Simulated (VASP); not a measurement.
# CoSi2 (Fm-3m) in VASP: a series of runs

The runs below take CoSi2 through single point, with PBEsol.

All numbers are computed with VASP 6.6.1; they aren't measurements. Logs are shortened: lines on timing, memory, paths and dates and some standing lists are left out, and cuts for length are marked.

**1. The cell of the first run**

It takes space group Fm-3m (No. 225, cubic). Conventional cell: a = 5.451 Å, b = 5.451 Å, c = 5.451 Å, α = 90.00°, β = 90.00°, γ = 90.00°. Co (site symmetry m-3m) has 8 Si at 2.36 Å within 3.1 Å. Si (site symmetry -43m) has 4 Co at 2.36 Å and 6 Si at 2.73 Å within 3.1 Å.

**2. Single point, PBEsol, collinear spin, ferromagnetic start**

Input file INCAR:

```
ALGO = Normal
EDIFF = 1E-6
ENCUT = 520
GGA = PS
ISIF = 2
ISMEAR = 0
ISPIN = 2
LASPH = T
LCHARG = T
LELF = T
LMAXMIX = 4
LORBIT = 11
LREAL = F
LVHAR = T
LWAVE = F
MAGMOM = 0.55 0 0
NBANDS = 20
NELM = 150
NUPDOWN = 0.55
PREC = Accurate
SIGMA = 0.15
```

Input file KPOINTS:

```
k-points
0
Gamma
  14 14 14
```

Input file POSCAR:

```
CoSi2
1.0
    0.0000000000      2.7254116596      2.7254116596
    2.7254116596      0.0000000000      2.7254116596
    2.7254116596      2.7254116596      0.0000000000
Co Si
1 2
Direct
    0.0000000000      0.0000000000      0.0000000000
    0.2500000000      0.2500000000      0.2500000000
    0.7500000000      0.7500000000      0.7500000000
```

Potentials or basis: VASP PAW PBE potentials, release 64 (Co, Si).

On the command line:

```bash
$ cat potpaw_PBE.64/Co/POTCAR potpaw_PBE.64/Si/POTCAR > POTCAR
$ mpirun -np 1 vasp_std > vasp.out
```

OUTCAR:

```text
EDIFF = 1E-6
   ENCUT = 520
   GGA = PS
   ISIF = 2
   ISMEAR = 0
   ISPIN = 2
   LASPH = T
   LORBIT = 11
   LREAL = F
   NELM = 150
   NUPDOWN = 0.55
   PREC = Accurate

 ion  position               nearest neighbor table
   1  0.000  0.000  0.000-   3 2.36   3 2.36   3 2.36   2 2.36   3 2.36   2 2.36   2 2.36   2 2.36

   2  0.250  0.250  0.250-   1 2.36   1 2.36   1 2.36   1 2.36   3 2.73   3 2.73   3 2.73   3 2.73
                             3 2.73   3 2.73
   3  0.750  0.750  0.750-   1 2.36   1 2.36   1 2.36   1 2.36   2 2.73   2 2.73   2 2.73   2 2.73
                             2 2.73   2 2.73

  LATTYP: Found a face centered cubic cell.
 ALAT       =     5.4508233192

  Lattice vectors:

 A1 = (   0.0000000000,   2.7254116596,   2.7254116596)
 A2 = (   2.7254116596,   0.0000000000,   2.7254116596)
 A3 = (   2.7254116596,   2.7254116596,   0.0000000000)

Analysis of symmetry for initial positions (statically):
=====================================================================
 Subroutine PRICEL returns:
 Original cell was already a primitive cell.

 Routine SETGRP: Setting up the symmetry group for a
 face centered cubic supercell.

 Subroutine GETGRP returns: Found 48 space group operations
 (whereof 48 operations were pure point group operations)
 out of a pool of 48 trial point group operations.

The static configuration has the point symmetry O_h .

Analysis of symmetry for dynamics (positions and initial velocities):
=====================================================================
 Subroutine PRICEL returns:
 Original cell was already a primitive cell.

 Routine SETGRP: Setting up the symmetry group for a
 face centered cubic supercell.

 Subroutine GETGRP returns: Found 48 space group operations
 (whereof 48 operations were pure point group operations)
 out of a pool of 48 trial point group operations.

The dynamic configuration has the point symmetry O_h .

Analysis of structural, dynamic, and magnetic symmetry:
=====================================================================
 Subroutine PRICEL returns:
 Original cell was already a primitive cell.

 Routine SETGRP: Setting up the symmetry group for a
 face centered cubic supercell.

 Subroutine GETGRP returns: Found 48 space group operations
 (whereof 48 operations were pure point group operations)
 out of a pool of 48 trial point group operations.

The overall configuration has the point symmetry O_h .

 Subroutine INISYM returns: Found 48 space group operations
 (whereof 48 operations are pure point group operations),
 and found     1 'primitive' translations

----------------------------------------------------------------------------------------

                                     Primitive cell

  volume of cell :      40.4880

  direct lattice vectors                    reciprocal lattice vectors
     0.000000000  2.725411660  2.725411660    -0.183458524  0.183458524  0.183458524
     2.725411660  0.000000000  2.725411660     0.183458524 -0.183458524  0.183458524
     2.725411660  2.725411660  0.000000000     0.183458524  0.183458524 -0.183458524

  length of vectors
     3.854314132  3.854314132  3.854314132     0.317759484  0.317759484  0.317759484

  position of ions in fractional coordinates (direct lattice)
     0.000000000  0.000000000  0.000000000
     0.250000000  0.250000000  0.250000000
     0.750000000  0.750000000  0.750000000

  ion indices of the primitive-cell ions
   primitive index   ion index
                 1           1
                 2           2
                 3           3

----------------------------------------------------------------------------------------

 KPOINTS: k-points

Automatic generation of k-mesh.
 Grid dimensions read from file:
 generate k-points for:   14   14   14

 Generating k-lattice:

  Cartesian coordinates                     Fractional coordinates (reciprocal lattice)
    -0.013104180  0.013104180  0.013104180     0.071428571  0.000000000  0.000000000
     0.013104180 -0.013104180  0.013104180     0.000000000  0.071428571  0.000000000
     0.013104180  0.013104180 -0.013104180     0.000000000  0.000000000  0.071428571

  Length of vectors
     0.022697106  0.022697106  0.022697106

  Shift w.r.t. Gamma in fractional coordinates (k-lattice)
     0.000000000  0.000000000  0.000000000

 Subroutine IBZKPT returns following result:
 ===========================================

 Found    104 irreducible k-points:

 Following reciprocal coordinates:
            Coordinates               Weight
  0.000000  0.000000  0.000000      1.000000
  0.071429  0.000000  0.000000      8.000000
  0.142857  0.000000  0.000000      8.000000
  0.214286  0.000000  0.000000      8.000000
  0.285714  0.000000  0.000000      8.000000
  0.357143  0.000000  0.000000      8.000000
[... 16 lines left out ...]
  0.214286  0.142857  0.000000     24.000000
  0.285714  0.142857  0.000000     24.000000
 [... further k-points ...]
   k-points           NKPTS =    104   k-points in BZ     NKDIM =    104   number of bands    NBANDS=     20
   number of dos      NEDOS =    301   number of ions     NIONS =      3
   total plane-waves  NPLWV =  27000
   dimension x,y,z NGX =    30 NGY =   30 NGZ =   30
   dimension x,y,z NGXF=    60 NGYF=   60 NGZF=   60
   ions per type =               1   2
   NGX,Y,Z   is equivalent  to a cutoff of  12.94, 12.94, 12.94 a.u.
   NGXF,Y,Z  is equivalent  to a cutoff of  25.88, 25.88, 25.88 a.u.
 SYSTEM =  unknown system
   PREC   = accura    normal or accurate (medium, high low for compatibility)
   ISTART =      0    job   : 0-new  1-cont  2-samecut
   ICHARG =      2    charge: 1-file 2-atom 10-const
   ISPIN  =      2    spin polarized calculation?
   LNONCOLLINEAR =      F non collinear calculations
   LSORBIT =      F    spin-orbit coupling
   LASPH  =      T    aspherical Exc in radial PAW
   ENCUT  =  520.0 eV  38.22 Ry    6.18 a.u.   7.17  7.17  7.17*2*pi/ulx,y,z
   NELM   =    150;   NELMIN=  2; NELMDL= -5     # of ELM steps
   EDIFF  = 0.1E-05   stopping-criterion for ELM
   LREAL  =      F    real-space projection
   EDIFFG = 0.1E-04   stopping-criterion for IOM
   NSW    =      0    number of steps for IOM
   IBRION =     -1    ionic relax: 0-MD 1-quasi-New 2-CG
   NFREE  =      0    steps in history (QN), initial steepest desc. (CG)
   ISIF   =      2    stress and relaxation
   ISYM   =      2    0-nonsym 1-usesym 2-fastsym
   POTIM  = 0.5000    time-step for ionic-motion
   TEBEG  =    0.0;   TEEND  =   0.0 temperature during run
   PSTRESS=    0.0 pullay stress
   NELECT =      17.0000    total number of electrons
   NUPDOWN=       0.5500    fix difference up-down
   EMIN   =  10.00;   EMAX   =-10.00  energy-range for DOS
   EFERMI =   0.00;   METHOD = LEGACY
   ISMEAR =     0;   SIGMA  =   0.15  broadening in eV -4-tet -1-fermi 0-gaus
   EFERMI_NEDOS =   21; number of points for ismear=-14 and -15
   IALGO  =     38    algorithm
   IMIX   =      4    mixing-type and parameters
     AMIX     =   0.40;   BMIX     =  1.00
     AMIX_MAG =   1.60;   BMIX_MAG =  1.00
  volume/ion in A,a.u.               =      13.50        91.08
  Fermi-wavevector in a.u.,A,eV,Ry     =   1.225883  2.316583 20.446688  1.502789
  Thomas-Fermi vector in A             =   2.360904
   LORBIT       =     11    0 simple, 1 ext, 2 COOP (PROOUT), +10 PAW based schemes
   GGA     = PS    functional components
   LHFCALC =     F    Hartree Fock is set to
   AEXX    =    0.0000 exact exchange contribution
   IVDW    =     0    specifies the selected vdW correction
   LEPSILON=     F    determine dielectric tensor
   LRPA    =     F    only Hartree local field effects (RPA)
 spin polarized calculation
 Gauss-broadening in eV      SIGMA  =   0.15
  energy-cutoff  :      520.00
  volume of cell :       40.49
 maximum number of plane-waves:      1106
 NGX is ok and might be reduce to    30
   NGX = 15   NGY = 15   NGZ = 15

 number of electron      16.9999999 magnetization       0.5500000

 Free energy of the ion-electron system (eV)
  ---------------------------------------------------
  ext. energy  EPLUGINS =         0.00000000
  ---------------------------------------------------
  free energy    TOTEN  =       -20.75420277 eV

  energy without entropy =      -20.73992577  energy(sigma->0) =      -20.74706427

 E-fermi :   9.0208     XC(G=0): -11.6164

 val. band max:        9.7551069503   @ k =   0.2143   0.1429   0.0000
 cond. band min:       9.0268360701   @ k =  -0.3571   0.0714   0.0000
 fundamental gap:     -0.7282708802
 Fermi energy:         9.8404257049

 spin component 1

 k-point     1 :       0.0000    0.0000    0.0000
  band No.  band energies     occupation
      1      -3.4690      1.00000
      2       5.3383      1.00000
      3       5.3383      1.00000
      4       5.3383      1.00000
      5       7.3914      1.00000
      6       7.3914      1.00000
[... 12 lines left out ...]
     19      19.3931      0.00000
[... 513 lines left out ...]
      4       5.5406      1.00000
      5       6.6329      1.00000
      6       7.5478      1.00000
[... 12 lines left out ...]
     19      23.3922      0.00000
     20      25.4386      0.00000

 [... further k-points ...]

 spin component 2

 k-point     1 :       0.0000    0.0000    0.0000
  band No.  band energies     occupation
      1      -3.3520      1.00000
      2       5.5401      1.00000
      3       5.5401      1.00000
      4       5.5401      1.00000
      5       7.6799      1.00000
      6       7.6799      1.00000
[... 12 lines left out ...]
     19      19.4495      0.00000
[... 513 lines left out ...]
      4       5.7357      1.00000
      5       6.8563      1.00000
      6       7.8399      1.00000
[... 12 lines left out ...]
     19      23.4758      0.00000
     20      25.5769      0.00000

 [... further k-points ...]

------------------------ aborting loop because EDIFF is reached ----------------------------------------

  FORCE on cell =-STRESS in cart. coord.  units (eV):
  Direction    XX          YY          ZZ          XY          YZ          ZX
  --------------------------------------------------------------------------------------
  -------------------------------------------------------------------------------------
  Total       -2.8726013     -2.8726013     -2.8726013     -0.0000000     -0.0000000      0.0000000
  in kB     -113.6736007   -113.6736007   -113.6736007     -0.0000000     -0.0000000      0.0000000
  external PRESSURE =    -113.6736007 kB  Pullay stress =       0.0000000 kB

 VOLUME and BASIS-vectors are now :
 -----------------------------------------------------------------------------
  energy-cutoff  :      520.00
  volume of cell :       40.49
      direct lattice vectors                 reciprocal lattice vectors
     0.000000000  2.725411660  2.725411660    -0.183458524  0.183458524  0.183458524
     2.725411660  0.000000000  2.725411660     0.183458524 -0.183458524  0.183458524
     2.725411660  2.725411660  0.000000000     0.183458524  0.183458524 -0.183458524

 POSITION                                       TOTAL-FORCE (eV/Angst)
 -----------------------------------------------------------------------------------
      0.00000      0.00000      0.00000        -0.000000      0.000000     -0.000000
      1.36271      1.36271      1.36271        -0.000000     -0.000000     -0.000000
      4.08812      4.08812      4.08812         0.000000      0.000000      0.000000
 -----------------------------------------------------------------------------------
    total drift:                                0.000000     -0.000000     -0.000000

  FREE ENERGIE OF THE ION-ELECTRON SYSTEM (eV)
  ---------------------------------------------------
  free  energy   TOTEN  =       -20.7542027655 eV

  energy  without entropy=      -20.7399257731  energy(sigma->0) =      -20.74706427

 total charge

# of ion       s       p       d       tot
------------------------------------------
    1        0.517   0.664   7.540   8.721
    2        0.725   0.835   0.000   1.560
    3        0.725   0.835   0.000   1.560
--------------------------------------------------
tot          1.966   2.335   7.540  11.841

 magnetization (x)

# of ion       s       p       d       tot
------------------------------------------
    1        0.006   0.060   0.279   0.345
    2        0.009   0.031   0.000   0.040
    3        0.009   0.031   0.000   0.040
--------------------------------------------------
tot          0.023   0.122   0.279   0.424
```

Wall time 4.4 min (1 thread of AMD EPYC 7R43 (Zen 3), shared host); peak memory 0.24 GiB.

Results:

- Free energy: -20.7542 eV
- Pressure: -11.4 GPa
- Net moment: 0.55 μB per cell
- Site moments: Co +0.34; Si +0.04 μB
- Valence electrons inside the program's atomic spheres: Co 8.72; Si 1.56

Caveat: the PAW data sets were made with another functional, which shifts forces and pressure a little; the total moment is fixed, so each spin has its own Fermi level.

**3. Single point, PBEsol, collinear spin, ferromagnetic start**

Input file INCAR:

```
ALGO = Normal
EDIFF = 1E-6
ENCUT = 520
GGA = PS
ISIF = 2
ISMEAR = 0
ISPIN = 2
LASPH = T
LCHARG = F
LMAXMIX = 4
LORBIT = 11
LREAL = F
LWAVE = F
MAGMOM = 1.65 0 0
NBANDS = 20
NELM = 150
NUPDOWN = 1.65
PREC = Accurate
SIGMA = 0.15
```

KPOINTS is that of step 2.

POSCAR is that of step 2.

Potentials or basis: VASP PAW PBE potentials, release 64 (Co, Si).

On the command line:

```bash
$ cat potpaw_PBE.64/Co/POTCAR potpaw_PBE.64/Si/POTCAR > POTCAR
$ mpirun -np 1 vasp_std > vasp.out
```

Wall time 4.6 min (1 thread of AMD EPYC 7R43 (Zen 3), shared host); peak memory 0.24 GiB.

The run converged. Its results:

```yaml
Free_energy: -19.8406 eV
Pressure: -2.3 GPa
Net_moment: 1.65 μB per cell
Site_moments: Co +1.06; Si +0.13 μB
Valence_electrons_inside_the_program's_atomic_spheres: Co 8.68; Si 1.58
```

Caveat: the PAW data sets were made with another functional, which shifts forces and pressure a little; the total moment is fixed, so each spin has its own Fermi level.

**4. Single point, PBEsol, collinear spin, ferromagnetic start**

Input file INCAR:

```
PREC = Accurate
ENCUT = 520
EDIFF = 1E-6
ISMEAR = 0
SIGMA = 0.15
LREAL = False
LASPH = True
NELM = 150
ALGO = Normal
ISIF = 2
LWAVE = False
LCHARG = False
ISPIN = 2
MAGMOM = 2.2 0 0
LORBIT = 11
NUPDOWN = 2.2
LMAXMIX = 4
GGA = PS
NBANDS = 20
```

Input file KPOINTS:

```
regular mesh
0
Gamma
  14 14 14
```

POSCAR is that of step 3.

On the command line:

```bash
$ cat potpaw_PBE.64/Co/POTCAR potpaw_PBE.64/Si/POTCAR > POTCAR
$ mpirun -np 1 vasp_std > vasp.out
```

Run time: 5.6 min. Hardware: 1 thread of AMD EPYC 7R43 (Zen 3), shared host; peak memory 0.23 GiB.

Results (log left out):

```yaml
Free_energy: -19.1930 eV
Pressure: 2.6 GPa
Net_moment: 2.20 μB per cell
Site_moments: Co +1.38; Si +0.17 μB
Valence_electrons_inside_the_program's_atomic_spheres: Co 8.65; Si 1.60
```

Caveat: the PAW data sets were made with another functional, which shifts forces and pressure a little; the total moment is fixed, so each spin has its own Fermi level.

**5. Summary**

```csv
fixed moment (μB),pressure (GPa),moment (μB)
0.55,-11.4,0.55
1.65,-2.3,1.65
2.2,2.6,2.20
```

Alike in all rows: task single point; level PBEsol; potentials or basis VASP PAW PBE potentials, release 64 (Co, Si); spin collinear, ferromagnetic start; cell as given; k mesh 14 × 14 × 14; cutoff (eV) 520; smearing gaussian 0.15 eV.

Caveats: the PAW data sets were made with another functional, which shifts forces and pressure a little; the total moment is fixed, so each spin has its own Fermi level.

Total energies depend on the potentials used, so only differences within one code and one set of settings carry meaning.
